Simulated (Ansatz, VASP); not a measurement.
# Hf3C2 in VASP and in Ansatz

INCAR

```
ALGO     = Normal         # electronic algorithm
EDIFF    = 1E-7           # SCF threshold, eV
EDIFFG   = -0.04          # ionic threshold
ENCUT    = 600            # plane-wave cutoff, eV
GGA      = PE             # functional
IBRION   = 2              # ionic algorithm
ISIF     = 3              # what is computed and relaxed
ISMEAR   = 0              # smearing method
LASPH    = True           # aspherical terms in the spheres
LCHARG   = False          # write CHGCAR
LREAL    = False          # projectors in reciprocal space
LWAVE    = False          # write WAVECAR
NELM     = 60             # most SCF steps
NSW      = 90             # ionic steps
PREC     = Accurate       # precision mode
SIGMA    = 0.1            # smearing width, eV
```

Contents of KPOINTS:

```
k-points
0
Gamma
  6 6 4
```

File POSCAR:

```
Hf3C2
1.0
    3.7699372178      0.0000000000      0.0000000000
   -1.8849686089      3.2648614013      0.0000000000
    0.0000000000      0.0000000000      5.8654099353
Hf C
3 2
Direct
    0.0000000000      0.0000000000      0.0000000000
    0.3333333333      0.6666666667      0.6450000000
    0.6666666667      0.3333333333      0.3550000000
    0.3333333333      0.6666666667      0.2450000000
    0.6666666667      0.3333333333      0.7550000000
```

Input for Ansatz:

```yaml
crystal:
  lattice:
    - [3.7699372178, 0.0, 0.0]
    - [-1.8849686089, 3.2648614013, 0.0]
    - [0.0, 0.0, 5.8654099353]
  atoms:
    - { symbol: Hf, position: [0.0, 0.0, 0.0] }
    - { symbol: Hf, position: [0.3333333333, 0.6666666667, 0.645] }
    - { symbol: Hf, position: [0.6666666667, 0.3333333333, 0.355] }
    - { symbol: C, position: [0.3333333333, 0.6666666667, 0.245] }
    - { symbol: C, position: [0.6666666667, 0.3333333333, 0.755] }
basis:
  ecutwfc: 420
kpoints:
  mp_grid: { grid: [6, 6, 4] }
hamiltonian:
  xc: pbe
scf:
  occupations: { method: gaussian, width: 0.1 }
  lower_state_search: "off"
output:
  forces: true
  stress: true
  eigenvalues: true
relax:
  adjacent_minimum: "off"
  f_tol: 0.04
  max_steps: 70
  cell: { stress_tol: 0.4 }
```

Alike in both runs: task relaxation of cell and atoms; functional PBE; k mesh 6 × 6 × 4; occupations gaussian, width 0.1 eV; no spin polarisation.

|  | VASP | Ansatz |
| --- | --- | --- |
| version | VASP 6.6.1 | Ansatz 0.2.0 |
| potentials or method | VASP PAW PBE potentials, release 64 (Hf_pv, C), cutoff 600 eV | scalar-relativistic, plane waves, PAW |
| valence electrons in the cell | 38 | 86 |

|  | VASP | Ansatz | Ansatz less VASP |
| --- | --- | --- | --- |
| gap on the k mesh at the Fermi level, each at its own relaxed structure (eV) | none | none | - |
| relaxed volume (Å³/atom) | 14.88 | 15.00 | +0.114 |
| relaxed cell length with the largest relative difference (Å) | 7.885 | 7.920 | +0.0351 |

A gap of «none» marks a metal or a gap that the smearing closes. VASP's potentials hold 38 valence electrons a cell and Ansatz's 86, so a difference there can come from the potentials and not from the codes.

Spin-orbit coupling is off throughout.
